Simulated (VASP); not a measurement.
Here is a VASP 6.6.1 calculation.

File INCAR:

```
  PREC = Accurate
  ENCUT = 520
  EDIFF = 1E-6
  ISMEAR = 0
  SIGMA = 0.1
  LREAL = F
  LASPH = T
  NELM = 60
  ALGO = Normal
  ISIF = 2
  LWAVE = F
  LCHARG = T
  GGA = PE
  LELF = T
  LVHAR = T
  NBANDS = 24
```

Contents of KPOINTS:

```
regular mesh
0
Gamma
  8 8 6
```

Contents of POSCAR:

```
SnTe3
1.0
    4.4910091784      0.0000000000      0.0000000000
    0.0000000000      4.4910091784      0.0000000000
    0.0000000000      0.0000000000      6.5244133728
Sn Te
1 3
Direct
    0.0000000000      0.0000000000      0.0000000000
    0.5000000000      0.5000000000      0.0000000000
    0.5000000000      0.5000000000      0.5000000000
    0.0000000000      0.0000000000      0.5000000000
```

Potentials or basis: VASP PAW PBE potentials, release 64 (Sn_d, Te).

Command:

```console
$ cat potpaw_PBE.64/Sn_d/POTCAR potpaw_PBE.64/Te/POTCAR > POTCAR
$ mpirun -np 1 vasp_std > vasp.out
```

(1) What does it give for the pressure?

(2) Estimate the band gap on the k mesh.

Results:

(1) 0.0 GPa.

(2) zero (bands 16 and 17 overlap by 3.83 eV).

Caveat: spin-orbit coupling is left out, which moves the levels of the heavy elements.
